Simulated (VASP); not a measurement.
A run of VASP 6.6.1:

File INCAR:

```
SYSTEM = Bi2Te3
PREC     = Accurate       ! precision mode
ENCUT    = 500            ! plane-wave cutoff, eV
EDIFF    = 1E-6           ! SCF threshold, eV
ISMEAR   = 0              ! smearing method
SIGMA    = 0.01           ! smearing width, eV
LREAL    = .False.        ! projectors in reciprocal space
LASPH    = .True.         ! aspherical terms in the spheres
NELM     = 120            ! most SCF steps
ALGO     = Normal         ! electronic algorithm
ISIF     = 2              ! what is computed and relaxed
LWAVE    = .False.        ! write WAVECAR
LCHARG   = .False.        ! write CHGCAR
GGA      = PE             ! functional
NBANDS   = 32             ! bands
GGA_COMPAT= .False.
```

The input KPOINTS:

```
Automatic mesh
0
Gamma
  6 6 6
  0 0 0
```

Contents of POSCAR:

```
Bi2Te3
1.0
    2.1930000000      1.2661291403     10.1656666667
   -2.1930000000      1.2661291403     10.1656666667
    0.0000000000     -2.5322582807     10.1656666667
Bi Te
2 3
Direct
    0.3999966667      0.3999966667      0.3999966667
    0.6000033333      0.6000033333      0.6000033333
    0.0000000000      0.0000000000      0.0000000000
    0.2095033333      0.2095033333      0.2095033333
    0.7904966667      0.7904966667      0.7904966667
```

Potentials or basis: VASP PAW PBE potentials, release 64 (Bi_d, Te).

The run is started by

```bash
$ cat potpaw_PBE.64/Bi_d/POTCAR potpaw_PBE.64/Te/POTCAR > POTCAR
$ mpirun -np 1 vasp_std > vasp.out
```

Hardware: 1 thread of Intel(R) Xeon(R) 6975P-C (Granite Rapids) (shared host).

Q: Estimate the wall time of this run.

A: It took 6.5 min on 1 thread of Intel(R) Xeon(R) 6975P-C (Granite Rapids), with other jobs on the host, peak memory 0.92 GiB. Counts: scf iterations 14, k points 32.
